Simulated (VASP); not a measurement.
Set up this calculation in VASP 6.6.1, as the native input.

```yaml
Task: relaxation of cell and atoms
Functional: LDA
Potentials_or_basis: VASP PAW LDA potentials, release 64 (Ta_pv, C)
Cutoff: 600 eV
k_mesh: 4 × 4 × 2
Occupations: fermi-dirac, width 0.01 eV
Spin: no spin polarisation
Dipole_correction: no
Further_INCAR_settings: ALGO = Normal; EDIFF = 1e-06; IBRION = 2; EDIFFG = -0.1; NSW = 80; ISIF = 3
```

The structure of Ta2C lies in POSCAR:

```
Ta2C
1.0
    3.1059000000      0.0000000000      0.0000000000
   -1.5529500000      2.6897900000      0.0000000000
    0.0000000000      0.0000000000      4.9464000000
Ta C
2 1
Direct
    0.3333333333      0.6666666667      0.2520100000
    0.6666666667      0.3333333333      0.7479900000
    0.0000000000      0.0000000000      0.0000000000
```

These files were run (other wordings do the same):

INCAR

```
PREC     = Accurate       # precision mode
ENCUT    = 600            # plane-wave cutoff, eV
EDIFF    = 1E-6           # SCF threshold, eV
ISMEAR   = -1             # smearing method
SIGMA    = 0.01           # smearing width, eV
LREAL    = False          # projectors in reciprocal space
LASPH    = True           # aspherical terms in the spheres
NELM     = 80             # most SCF steps
ALGO     = Normal         # electronic algorithm
ISIF     = 3              # what is computed and relaxed
LWAVE    = False          # write WAVECAR
LCHARG   = False          # write CHGCAR
GGA      = CA             # functional
IBRION   = 2              # ionic algorithm
NSW      = 80             # ionic steps
EDIFFG   = -0.1           # ionic threshold
```

KPOINTS

```
regular mesh
0
Gamma
  4 4 2
```

Potentials or basis: VASP PAW LDA potentials, release 64 (Ta_pv, C).

The run is started by

```console
$ cat potpaw_LDA.64/Ta_pv/POTCAR potpaw_LDA.64/C/POTCAR > POTCAR
$ mpirun -np 1 vasp_std > vasp.out
```

It gave:

```yaml
Relaxed_volume: 13.37 Å³/atom
Relaxed_cell: a = 3.071 Å, b = 3.071 Å, c = 4.912 Å, α = 90.00°, β = 90.00°, γ = 120.00°
Space_group_after_relaxing_to_0.05_Å: P-3m1 (No. 164)
Energy_gained_by_relaxing: 10.5 meV/atom
Ionic_steps: 6
Pressure_after_relaxing: 0.0 GPa
Largest_force_after_relaxing: 0.004 eV/Å
Band_gap_on_the_k_mesh: zero (band 13 reaches 7.19 eV, above the bottom of band 14 at 6.40 eV)
```

Caveat: the k points lie up to 0.64 Å⁻¹ apart in the final cell; spin-orbit coupling is left out, which moves the levels of the heavy elements; the relaxation stopped at a loose force limit of 0.1 eV/Å, so its end isn't a converged minimum.

Wall time 25 s on 1 thread of Intel(R) Xeon(R) Platinum 8488C (Sapphire Rapids), on a shared host, peak memory 0.16 GiB.
